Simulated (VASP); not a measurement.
A run of VASP 6.6.1:

The input INCAR:

```
PREC = Accurate
ENCUT = 600
EDIFF = 1E-6
ISMEAR = 0
SIGMA = 0.1
LREAL = False
LASPH = True
NELM = 80
ALGO = Normal
ISIF = 3
LWAVE = False
LCHARG = False
GGA = PE
IBRION = 2
NSW = 100
EDIFFG = -0.01
```

The input KPOINTS:

```
regular mesh
0
Gamma
  8 8 6
```

The input POSCAR:

```
Rb2H
1.0
    5.0763332750      0.0000000000      0.0000000000
    0.0000000000      5.0763332750      0.0000000000
    0.0000000000      0.0000000000      7.3079662314
Rb H
4 2
Direct
    0.0000000000      0.5000000000      0.2030000000
    0.0000000000      0.5000000000      0.7030000000
    0.5000000000      0.0000000000      0.2970000000
    0.5000000000      0.0000000000      0.7970000000
    0.0000000000      0.0000000000      0.0000000000
    0.5000000000      0.5000000000      0.5000000000
```

Potentials or basis: VASP PAW PBE potentials, release 64 (Rb_sv, H).

Launch:

```sh
$ cat potpaw_PBE.64/Rb_sv/POTCAR potpaw_PBE.64/H/POTCAR > POTCAR
$ mpirun -np 1 vasp_std > vasp.out
```

Hardware: 1 thread of Intel(R) Xeon(R) 6975P-C (Granite Rapids), with other jobs on the host.

Q: How long does it take, and how much memory?

A: Run time: 59 min on 1 thread of Intel(R) Xeon(R) 6975P-C (Granite Rapids), with other jobs on the host, peak memory 0.49 GiB. Counts: scf iterations 333, k points 60, ion steps 37.
